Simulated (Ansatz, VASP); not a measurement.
# One calculation of BP, two programs

Contents of INCAR:

```
ALGO = Normal ; EDIFF = 1E-8
ENCUT = 420 ; GGA_COMPAT = False
ISIF = 2 ; ISMEAR = -1
LASPH = True ; LCHARG = False
LEFG = True ; LREAL = False
LWAVE = False ; NBANDS = 11
NELM = 120 ; PREC = Accurate
SIGMA = 0.05
```

The input KPOINTS:

```
k-points
0
Gamma
  15 15 15
```

The input POSCAR:

```
BP
1.0
    0.0000000000      2.2690000000      2.3370700000
    2.2690000000      0.0000000000      2.3370700000
    2.2690000000      2.2690000000      0.0000000000
B P
1 1
Direct
    0.0000000000      0.0000000000      0.0000000000
    0.7500000000      0.7500000000      0.7500000000
```

Input for Ansatz:

```yaml
crystal:
  lattice:
    - [0.0, 2.269, 2.33707]
    - [2.269, 0.0, 2.33707]
    - [2.269, 2.269, 0.0]
  atoms:
    - { symbol: B, position: [0.0, 0.0, 0.0] }
    - { symbol: P, position: [0.75, 0.75, 0.75] }
kpoints:
  mp_grid: { grid: [15, 15, 15] }
scf:
  occupations: { method: fermi_dirac, width: 0.05 }
hamiltonian:
  xc: lda
  pseudopotentials: { kind: paw }
output:
  forces: true
  stress: true
  eigenvalues: true
  efg: { contact_densities: true }
```

Change from the starting cell: zz strain of +3 %, PAW files.

Alike in both runs: task electric field gradients; functional LDA; k mesh 15 × 15 × 15; occupations fermi-dirac, width 0.05 eV; no spin polarisation.

|  | VASP | Ansatz |
| --- | --- | --- |
| version | VASP 6.6.1 | Ansatz 0.2.0 |
| potentials or method | VASP PAW LDA potentials, release 64 (B, P) | PAW with Ansatz's default frozen-core files, scalar-relativistic |
| plane-wave cutoff (eV) | 420 | 420 |
| valence electrons in the cell | 8 | 8 |

```tsv
	VASP	Ansatz	Ansatz less VASP
size of Vzz on the site where it differs most (V/Å²)	0.2	0.3	+0.15
```

LDA's correlation is that of Perdew and Zunger in VASP and of Perdew and Wang (1992) in Ansatz.
